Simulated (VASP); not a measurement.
# Li2Sm (P6/mmm) in VASP: single point with PBE

Aim: the single point of Li2Sm with PBE.

All numbers are computed with VASP 6.6.1; they aren't measurements. Logs are shortened: lines on timing, memory, paths and dates and some standing lists are left out, and cuts for length are marked.

## 1. The cell of the first run

It takes space group P6/mmm (No. 191, hexagonal). Conventional cell: a = 5.124 Å, b = 5.124 Å, c = 3.265 Å, α = 90.00°, β = 90.00°, γ = 120.00°. Li (site symmetry -6m2) has 5 Li at 2.96 to 3.27 Å and 6 Sm at 3.38 Å within 3.9 Å. Within 4.3 Å of Sm (site symmetry 6/mmm) lie 2 Sm at 3.27 Å and 12 Li at 3.38 Å.

The cell was generated, and may not be a known phase.

## 2. Single point, PBE

File INCAR:

```
SYSTEM = Li2Sm
PREC = Accurate ; ENCUT = 750
EDIFF = 1E-6 ; ISMEAR = 0
SIGMA = 0.1 ; LREAL = .False.
LASPH = .True. ; NELM = 200
ALGO = Normal ; ISIF = 2
LWAVE = .False. ; LCHARG = .False.
GGA = PE ; NBANDS = 16
GGA_COMPAT = .False. ; LMAXMIX = 6
```

File KPOINTS:

```
Automatic mesh
0
Gamma
  12 12 10
  0 0 0
```

File POSCAR:

```
Li2Sm
1.0
    5.1237645780      0.0000000000      0.0000000000
   -2.5618822890      4.4373102875      0.0000000000
    0.0000000000      0.0000000000      3.2652529703
Li Sm
2 1
Direct
    0.3333333333      0.6666666667      0.5000000000
    0.6666666667      0.3333333333      0.5000000000
    0.0000000000      0.0000000000      0.0000000000
```

Potentials or basis: VASP PAW PBE potentials, release 64 (Li_sv, Sm_3), 4f in core.

The run is started by

```
cat potpaw_PBE.64/Li_sv/POTCAR potpaw_PBE.64/Sm_3/POTCAR > POTCAR
mpirun -np 1 vasp_std > vasp.out
```

OUTCAR:

```text
SYSTEM = Li2Sm
   PREC = Accurate
   ENCUT = 750
   EDIFF = 1E-6
   ISMEAR = 0
   LREAL = .False.
   LASPH = .True.
   NELM = 200
   ISIF = 2
   GGA = PE

 ion  position               nearest neighbor table
   1  0.333  0.667  0.500-
   2  0.667  0.333  0.500-
   3  0.000  0.000  0.000-

  LATTYP: Found a hexagonal cell.
 ALAT       =     5.1237645780
 C/A-ratio  =     0.6372761513

  Lattice vectors:

 A1 = (   5.1237645780,   0.0000000000,   0.0000000000)
 A2 = (  -2.5618822890,   4.4373102875,   0.0000000000)
 A3 = (   0.0000000000,   0.0000000000,   3.2652529703)

Analysis of symmetry for initial positions (statically):
=====================================================================
 Subroutine PRICEL returns:
 Original cell was already a primitive cell.

 Routine SETGRP: Setting up the symmetry group for a
 hexagonal supercell.

 Subroutine GETGRP returns: Found 24 space group operations
 (whereof 24 operations were pure point group operations)
 out of a pool of 24 trial point group operations.

The static configuration has the point symmetry D_6h.

Analysis of symmetry for dynamics (positions and initial velocities):
=====================================================================
 Subroutine PRICEL returns:
 Original cell was already a primitive cell.

 Routine SETGRP: Setting up the symmetry group for a
 hexagonal supercell.

 Subroutine GETGRP returns: Found 24 space group operations
 (whereof 24 operations were pure point group operations)
 out of a pool of 24 trial point group operations.

The dynamic configuration has the point symmetry D_6h.

 Subroutine INISYM returns: Found 24 space group operations
 (whereof 24 operations are pure point group operations),
 and found     1 'primitive' translations

----------------------------------------------------------------------------------------

                                     Primitive cell

  volume of cell :      74.2379

  direct lattice vectors                    reciprocal lattice vectors
     5.123764578  0.000000000  0.000000000     0.195168998  0.112680874  0.000000000
    -2.561882289  4.437310287  0.000000000     0.000000000  0.225361747  0.000000000
     0.000000000  0.000000000  3.265252970     0.000000000  0.000000000  0.306254985

  length of vectors
     5.123764578  5.123764578  3.265252970     0.225361747  0.225361747  0.306254985

  position of ions in fractional coordinates (direct lattice)
     0.333333333  0.666666667  0.500000000
     0.666666667  0.333333333  0.500000000
     0.000000000  0.000000000  0.000000000

  ion indices of the primitive-cell ions
   primitive index   ion index
                 1           1
                 2           2
                 3           3

----------------------------------------------------------------------------------------

 KPOINTS: Automatic mesh

Automatic generation of k-mesh.
 Grid dimensions read from file:
 generate k-points for:   12   12   10

 Generating k-lattice:

  Cartesian coordinates                     Fractional coordinates (reciprocal lattice)
     0.016264083  0.009390073  0.000000000     0.083333333  0.000000000  0.000000000
     0.000000000  0.018780146  0.000000000     0.000000000  0.083333333  0.000000000
     0.000000000  0.000000000  0.030625499     0.000000000  0.000000000  0.100000000

  Length of vectors
     0.018780146  0.018780146  0.030625499

  Shift w.r.t. Gamma in fractional coordinates (k-lattice)
     0.000000000  0.000000000  0.000000000

 Subroutine IBZKPT returns following result:
 ===========================================

 Found    114 irreducible k-points:

 Following reciprocal coordinates:
            Coordinates               Weight
  0.000000  0.000000  0.000000      1.000000
  0.083333  0.000000  0.000000      6.000000
  0.166667  0.000000  0.000000      6.000000
  0.250000  0.000000  0.000000      6.000000
  0.333333  0.000000  0.000000      6.000000
  0.416667  0.000000  0.000000      6.000000
[... 16 lines left out ...]
  0.250000  0.000000  0.100000     12.000000
  0.333333  0.000000  0.100000     12.000000
 [... further k-points ...]
   k-points           NKPTS =    114   k-points in BZ     NKDIM =    114   number of bands    NBANDS=     16
   number of dos      NEDOS =    301   number of ions     NIONS =      3
   total plane-waves  NPLWV =  69120
   dimension x,y,z NGX =    48 NGY =   48 NGZ =   30
   dimension x,y,z NGXF=    96 NGYF=   96 NGZF=   60
   ions per type =               2   1
   NGX,Y,Z   is equivalent  to a cutoff of  15.57, 15.57, 15.27 a.u.
   NGXF,Y,Z  is equivalent  to a cutoff of  31.15, 31.15, 30.55 a.u.
 SYSTEM =  Li2Sm
   PREC   = accura    normal or accurate (medium, high low for compatibility)
   ISTART =      0    job   : 0-new  1-cont  2-samecut
   ICHARG =      2    charge: 1-file 2-atom 10-const
   ISPIN  =      1    spin polarized calculation?
   LNONCOLLINEAR =      F non collinear calculations
   LSORBIT =      F    spin-orbit coupling
   LASPH  =      T    aspherical Exc in radial PAW
   ENCUT  =  750.0 eV  55.12 Ry    7.42 a.u.  11.44 11.44  7.29*2*pi/ulx,y,z
   NELM   =    200;   NELMIN=  2; NELMDL= -5     # of ELM steps
   EDIFF  = 0.1E-05   stopping-criterion for ELM
   LREAL  =      F    real-space projection
   EDIFFG = 0.1E-04   stopping-criterion for IOM
   NSW    =      0    number of steps for IOM
   IBRION =     -1    ionic relax: 0-MD 1-quasi-New 2-CG
   NFREE  =      0    steps in history (QN), initial steepest desc. (CG)
   ISIF   =      2    stress and relaxation
   ISYM   =      2    0-nonsym 1-usesym 2-fastsym
   POTIM  = 0.5000    time-step for ionic-motion
   TEBEG  =    0.0;   TEEND  =   0.0 temperature during run
   PSTRESS=    0.0 pullay stress
   NELECT =      17.0000    total number of electrons
   NUPDOWN=      -1.0000    fix difference up-down
   EMIN   =  10.00;   EMAX   =-10.00  energy-range for DOS
   EFERMI =   0.00;   METHOD = LEGACY
   ISMEAR =     0;   SIGMA  =   0.10  broadening in eV -4-tet -1-fermi 0-gaus
   EFERMI_NEDOS =   21; number of points for ismear=-14 and -15
   IALGO  =     38    algorithm
   IMIX   =      4    mixing-type and parameters
     AMIX     =   0.40;   BMIX     =  1.00
     AMIX_MAG =   1.60;   BMIX_MAG =  1.00
  volume/ion in A,a.u.               =      24.75       166.99
  Fermi-wavevector in a.u.,A,eV,Ry     =   1.001573  1.892698 13.648659  1.003148
  Thomas-Fermi vector in A             =   2.134004
   LORBIT       =      0    0 simple, 1 ext, 2 COOP (PROOUT), +10 PAW based schemes
   GGA     = PE    functional components
   LHFCALC =     F    Hartree Fock is set to
   AEXX    =    0.0000 exact exchange contribution
   IVDW    =     0    specifies the selected vdW correction
   LEPSILON=     F    determine dielectric tensor
   LRPA    =     F    only Hartree local field effects (RPA)
 non-spin polarized calculation
 Gauss-broadening in eV      SIGMA  =   0.10
  energy-cutoff  :      750.00
  volume of cell :       74.24
 maximum number of plane-waves:      3501
 NGX is ok and might be reduce to    48
   NGX = 23   NGY = 23   NGZ = 15

 number of electron      17.0000007 magnetization

 Free energy of the ion-electron system (eV)
  ---------------------------------------------------
  ext. energy  EPLUGINS =         0.00000000
  ---------------------------------------------------
  free energy    TOTEN  =        -8.04188076 eV

  energy without entropy =       -8.02592931  energy(sigma->0) =       -8.03390503

 E-fermi :   1.5422     XC(G=0):  -8.2979

 val. band max:        1.5349855577   @ k =   0.1667   0.0000   0.1000
 cond. band min:       1.5453681461   @ k =   0.0833   0.0000   0.1000
 fundamental gap:      0.0103825884
 Fermi energy:         1.5421549600

 k-point     1 :       0.0000    0.0000    0.0000
  band No.  band energies     occupation
      1     -44.3387      2.00000
      2     -44.3249      2.00000
      3     -39.6796      2.00000
      4     -19.1162      2.00000
      5     -19.1162      2.00000
      6     -18.4549      2.00000
[... 8 lines left out ...]
     15       6.3636      0.00000
     16       8.7979      0.00000

 k-point     2 :       0.0833    0.0000    0.0000
  band No.  band energies     occupation
      1     -44.3385      2.00000
      2     -44.3251      2.00000
      3     -39.6796      2.00000
      4     -19.1175      2.00000
      5     -19.1166      2.00000
      6     -18.4548      2.00000
[... 8 lines left out ...]
     15       6.5014      0.00000
     16       8.9025      0.00000

 k-point     3 :       0.1667    0.0000    0.0000
  band No.  band energies     occupation
      1     -44.3379      2.00000
      2     -44.3257      2.00000
      3     -39.6796      2.00000
      4     -19.1212      2.00000
      5     -19.1177      2.00000
      6     -18.4546      2.00000
[... 8 lines left out ...]
     15       6.8940      0.00000
     16       9.1626      0.00000

 k-point     4 :       0.2500    0.0000    0.0000
  band No.  band energies     occupation
      1     -44.3370      2.00000
      2     -44.3267      2.00000
      3     -39.6795      2.00000
      4     -19.1261      2.00000
      5     -19.1191      2.00000
      6     -18.4543      2.00000
[... 8 lines left out ...]
     15       7.4842      0.00000
     16       9.5174      0.00000
[... 324 lines left out ...]
 k-point    22 :       0.1667    0.0000    0.1000
  band No.  band energies     occupation
      1     -44.3376      2.00000
      2     -44.3255      2.00000
      3     -39.6698      2.00000
      4     -19.1080      2.00000
      5     -19.1046      2.00000
      6     -18.5721      2.00000
[... 8 lines left out ...]
     15       6.8886      0.00000
     16       9.0617      0.00000

 k-point    23 :       0.2500    0.0000    0.1000
  band No.  band energies     occupation
      1     -44.3367      2.00000
      2     -44.3264      2.00000
      3     -39.6698      2.00000
      4     -19.1128      2.00000
      5     -19.1060      2.00000
      6     -18.5718      2.00000
[... 8 lines left out ...]
     15       7.4863      0.00000
     16       9.3996      0.00000

 k-point    24 :       0.3333    0.0000    0.1000
  band No.  band energies     occupation
      1     -44.3355      2.00000
      2     -44.3275      2.00000
      3     -39.6697      2.00000
      4     -19.1177      2.00000
      5     -19.1074      2.00000
      6     -18.5715      2.00000
[... 8 lines left out ...]
     15       8.2101      0.00000
     16       9.5176      0.00000

 [... further k-points ...]
[... 5 lines left out ...]
  --------------------------------------------------------------------------------------
  -------------------------------------------------------------------------------------
  Total        0.0148271      0.0148271      0.0473945      0.0000000      0.0000000      0.0000000
  in kB        0.3199942      0.3199942      1.0228511      0.0000000      0.0000000      0.0000000
  external PRESSURE =       0.5542798 kB  Pullay stress =       0.0000000 kB

 VOLUME and BASIS-vectors are now :
 -----------------------------------------------------------------------------
  energy-cutoff  :      750.00
  volume of cell :       74.24
      direct lattice vectors                 reciprocal lattice vectors
     5.123764578  0.000000000  0.000000000     0.195168998  0.112680874  0.000000000
    -2.561882289  4.437310287  0.000000000     0.000000000  0.225361747  0.000000000
     0.000000000  0.000000000  3.265252970     0.000000000  0.000000000  0.306254985

 POSITION                                       TOTAL-FORCE (eV/Angst)
 -----------------------------------------------------------------------------------
     -0.00000      2.95821      1.63263         0.000000      0.000000      0.000000
      2.56188      1.47910      1.63263        -0.000000      0.000000      0.000000
      0.00000      0.00000      0.00000        -0.000000      0.000000      0.000000
 -----------------------------------------------------------------------------------
    total drift:                                0.000000      0.000000     -0.000000

  FREE ENERGIE OF THE ION-ELECTRON SYSTEM (eV)
  ---------------------------------------------------
  free  energy   TOTEN  =        -8.0418807582 eV

  energy  without entropy=       -8.0259293051  energy(sigma->0) =       -8.03390503
```

It took 2.1 min on 1 thread of AMD EPYC 9R45 (Zen 5), shared host; peak memory 0.38 GiB.

Results:

| Quantity | Value |
| --- | --- |
| Free energy | -8.0419 eV |
| Pressure | 0.1 GPa |
| Band gap on the k mesh | zero (an odd number of electrons rules out a gap without spin polarisation) |

Caveat: spin-orbit coupling is left out, which moves the levels of the heavy elements; the 4f electrons are frozen in the core, so they carry no moment and show no levels.
